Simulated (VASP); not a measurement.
Set up this calculation in VASP 6.6.1, as the native input.

```
Task                               : single point
Functional                         : HSE06
Potentials or basis                : VASP PAW PBE potentials, release 64 (Na_pv, Cl)
Cutoff                             : 520 eV
k mesh                             : 6 × 6 × 6
Occupations                        : gaussian, width 0.01 eV
Spin                               : no spin polarisation
Dipole correction                  : no
Grid for exact exchange (PRECFOCK) : Normal
Further INCAR settings             : ALGO = Normal; EDIFF = 1e-06; NBANDS = 14
Share of exact exchange            : 0.25
Screening parameter                : 0.2079 1/Å
```

The system is NaCl.

```
CELL_PARAMETERS angstrom
3.49447 -0.11972 -0.11972
-0.11972 3.49447 -0.11972
-0.11972 -0.11972 3.49447
ATOMIC_POSITIONS crystal
Na 0.00000 0.00000 0.00000
Cl 0.50000 0.50000 0.50000
```

This cell differs from its parent crystal: epitaxial 111 strain +4.5%.

The input as run:

POSCAR

```
NaCl
1.0
    3.4944705942     -0.1197169445     -0.1197169445
   -0.1197169445      3.4944705942     -0.1197169445
   -0.1197169445     -0.1197169445      3.4944705942
Na Cl
1 1
Direct
    0.0000000000      0.0000000000      0.0000000000
    0.5000000000      0.5000000000      0.5000000000
```

INCAR.step1

```
SYSTEM = NaCl
ALGO = Normal
EDIFF = 1E-5
ENCUT = 520
GGA = PE
ISIF = 2
ISMEAR = 0
LASPH = .True.
LCHARG = .False.
LREAL = .False.
LWAVE = .True.
NBANDS = 14
NELM = 80
PREC = Accurate
SIGMA = 0.01
```

INCAR.step2

```
SYSTEM = NaCl
ALGO = Normal
EDIFF = 1E-6
ENCUT = 520
GGA = PE
HFSCREEN = 0.2079
ISIF = 2
ISMEAR = 0
ISTART = 1
LASPH = .True.
LCHARG = .False.
LHFCALC = .True.
LREAL = .False.
LWAVE = .False.
NBANDS = 14
NELM = 80
PREC = Accurate
PRECFOCK = Normal
SIGMA = 0.01
```

KPOINTS

```
k-points
0
Gamma
  6 6 6
  0 0 0
```

Potentials or basis: VASP PAW PBE potentials, release 64 (Na_pv, Cl).

Command:

```sh
$ cat potpaw_PBE.64/Na_pv/POTCAR potpaw_PBE.64/Cl/POTCAR > POTCAR
$ cp INCAR.step1 INCAR
$ mpirun -np 1 vasp_std > vasp.out
$ cp INCAR.step2 INCAR
$ mpirun -np 1 vasp_std > vasp.out
```

Results of the run:

```yaml
Pressure: 0.2 GPa
Band_gap_on_the_k_mesh: 5.39 eV (least direct gap 5.79 eV)
```

Caveat: the cell differs from its parent crystal (epitaxial 111 strain +4.5%); the structure was generated, so it needn't be the stable form of NaCl; the PAW data sets were made with another functional, which shifts forces and pressure a little.

Run time: 22 min on 1 thread of Intel(R) Xeon(R) Platinum 8259CL CPU @ 2.50GHz (Skylake/Cascade Lake) (shared host), peak memory 0.27 GiB.
